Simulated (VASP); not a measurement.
Runs of VASP 6.6.1 on Re. The structure is that of space group P6_3/mmc (No. 194), or close to it. The cells are those of the table. 

| cell | gap on the mesh (eV) | pressure (GPa) |
| --- | --- | --- |
| a = 2.685, b = 2.685, c = 4.336 Å, angles 90.0, 90.0, 120.0°, 2 atoms | none | 45.6 |
| a = 2.761, b = 2.761, c = 4.458 Å, angles 90.0, 90.0, 120.0°, 2 atoms | none | 5.6 |
| a = 2.711, b = 2.711, c = 4.377 Å, angles 90.0, 90.0, 120.0°, 2 atoms | none | 30.3 |
| a = 2.809, b = 2.809, c = 4.536 Å, angles 90.0, 90.0, 120.0°, 2 atoms | none | -12.9 |
| a = 2.785, b = 2.785, c = 4.497 Å, angles 90.0, 90.0, 120.0°, 2 atoms | none | -4.3 |
| a = 2.736, b = 2.736, c = 4.418 Å, angles 90.0, 90.0, 120.0°, 2 atoms | none | (b) |
| a = 2.833, b = 2.833, c = 4.574 Å, angles 90.0, 90.0, 120.0°, 2 atoms | none | (a) |

Alike in all rows: task single point; level PBE; potentials or basis VASP PAW PBE potentials, release 64 (Re); no spin polarisation; k mesh 12 × 12 × 7; cutoff (eV) 520; smearing methfessel-paxton 0.1 eV.

Fill in the values left out.

(a) -20.2; (b) 17.1.

Caveats: spin-orbit coupling is left out, which moves the levels of the heavy elements.

A k mesh can miss the band edges, and the runs leave out spin-orbit coupling on Re.

A gap of «none» marks levels without a gap at the run's occupations.
